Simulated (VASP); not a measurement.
A run of VASP 6.6.1:

Contents of POSCAR:

```
SrTiO3
1.0
    4.0771902285      0.0000000000      0.0000000000
    0.0000000000      4.0771902285      0.0000000000
    0.0000000000      0.0000000000      4.0771902285
Sr Ti O
1 1 3
Direct
    0.0000000000      0.0000000000      0.0000000000
    0.5000000000      0.5000000000      0.5000000000
    0.5000000000      0.0000000000      0.5000000000
    0.5000000000      0.5000000000      0.0000000000
    0.0000000000      0.5000000000      0.5000000000
```

The input INCAR.step1:

```
  PREC = Accurate
  ENCUT = 520
  ISMEAR = 0
  SIGMA = 0.01
  LREAL = False
  LASPH = True
  NELM = 60
  NBANDS = 28
  GGA = PE
  ALGO = Normal
  EDIFF = 1E-4
  LWAVE = True
  LCHARG = False
```

The input INCAR.step2:

```
  PREC = Accurate
  ENCUT = 520
  EDIFF = 1E-6
  ISMEAR = 0
  SIGMA = 0.01
  LREAL = False
  LASPH = True
  NELM = 60
  ALGO = Normal
  ISIF = 2
  LWAVE = False
  LCHARG = True
  METAGGA = R2SCAN
  LMIXTAU = True
  LELF = True
  LVHAR = True
  NBANDS = 28
  ISTART = 1
```

The input KPOINTS:

```
regular mesh
0
Gamma
  6 6 6
```

Potentials or basis: VASP PAW PBE potentials, release 64 (Sr_sv, Ti_sv, O).

The run is started by

```bash
$ cat potpaw_PBE.64/Sr_sv/POTCAR potpaw_PBE.64/Ti_sv/POTCAR potpaw_PBE.64/O/POTCAR > POTCAR
$ cp INCAR.step1 INCAR
$ mpirun -np 1 vasp_std > vasp.out
$ cp INCAR.step2 INCAR
$ mpirun -np 1 vasp_std > vasp.out
```

Hardware: 1 thread of AMD EPYC 9R45 96-Core Processor (Zen 5) (shared host).

Estimate the wall time of this run.

Wall time 93 s on 1 thread of AMD EPYC 9R45 96-Core Processor (Zen 5), with other jobs on the host, peak memory 0.16 GiB. Counts: k points 20.
